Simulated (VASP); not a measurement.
## BIr3Br: single point with PBEsol

The system is BIr3Br.

```xyz
5
Lattice="4.1523 0.0000 0.0000 0.0000 4.1523 0.0000 0.0000 0.0000 4.1523" Properties=species:S:1:pos:R:3 pbc="T T T"
B     2.0762    2.0762    2.0762
Ir    0.0000    2.0762    2.0762
Ir    2.0762    0.0000    2.0762
Ir    2.0762    2.0762    0.0000
Br    0.0000    0.0000    0.0000
```

```yaml
Program: VASP 6.6.1
Task: single point
Functional: PBEsol
Potentials_or_basis: VASP PAW PBE potentials, release 64 (B, Ir, Br)
Cutoff: 520 eV
k_mesh: 4 × 4 × 4
Occupations: gaussian, width 0.1175 eV
Spin: no spin polarisation
Dipole_correction: no
Further_INCAR_settings: ALGO = Normal; EDIFF = 1e-07; NBANDS = 26
```

| Property | Result |
| --- | --- |
| Pressure | 1.0 GPa |

Levels at points of the mesh, in eV from the Fermi level:
```
           k point  band 14  band 15  band 16  band 17  band 18  band 19  band 20  band 21  band 22  band 23
(0.00, 0.00, 0.00)    -1.62    -1.31    -1.31    -0.61    -0.61    -0.61     0.66     0.74     0.74     0.74
(0.50, 0.00, 0.00)    -2.29    -2.22    -1.43    -0.91     0.13     0.13     0.75     1.64     2.36     2.36
(0.50, 0.50, 0.00)    -1.71    -1.64    -1.29    -0.75     0.06     0.06     0.77     1.62     2.83     2.83
(0.50, 0.50, 0.50)    -2.96    -2.70    -0.95    -0.95     0.47     0.47     0.47     2.76     2.76     2.76
```

It took 25 s on 1 thread of Intel(R) Xeon(R) Platinum 8259CL CPU @ 2.50GHz (Skylake/Cascade Lake), with other jobs on the host, peak memory 0.18 GiB.

Caveat: the k points lie up to 0.38 Å⁻¹ apart; the PAW data sets were made with another functional, which shifts forces and pressure a little; spin-orbit coupling is left out, which moves the levels of the heavy elements; an odd number of electrons without spin polarisation forces a metal; a magnetic or distorted state may lie lower.
